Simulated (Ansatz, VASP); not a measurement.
**SiC: VASP beside Ansatz**

```
Si C
1.0
     3.08388    0.00000    0.00000
    -1.54194    2.67072    0.00000
     0.00000    0.00000    4.92650
Si C
2 2
Direct
  0.33333 0.66667 0.00460
  0.66667 0.33333 0.50460
  0.33333 0.66667 0.41030
  0.66667 0.33333 0.91030
```

Alike in both runs: task single point; functional LDA; k mesh 12 × 12 × 6; occupations gaussian, width 0.05 eV; no spin polarisation.

```csv
,VASP,Ansatz
version,VASP 6.6.1,Ansatz 0.2.0
potentials or method,"VASP PAW LDA potentials, release 64 (Si, C), cutoff 520 eV","scalar-relativistic, plane waves, PAW"
valence electrons in the cell,16,16
```

Ansatz gave:

| Quantity | Value |
| --- | --- |
| gap on the k mesh at the Fermi level (eV) | 1.58 |
| least direct gap on the mesh (eV) | 3.60 |
| pressure (GPa) | 0.6 |
| traceless stress, the component that is largest in VASP (GPa) | -0.59 |
| rms of the force components (eV/Å) | 1.034 |

Q: Estimate VASP's values.

A: gap on the k mesh at the Fermi level (eV): 1.57; least direct gap on the mesh (eV): 3.60; pressure (GPa): 0.9; traceless stress, the component that is largest in VASP (GPa): -0.60; rms of the force components (eV/Å): 1.035.

Ansatz warns that its potentials were made for another functional, while VASP's fit it. LDA's correlation is that of Perdew and Zunger in VASP and of Perdew and Wang (1992) in Ansatz. Atom by atom the forces differ by 0.001 eV/Å (rms over components).
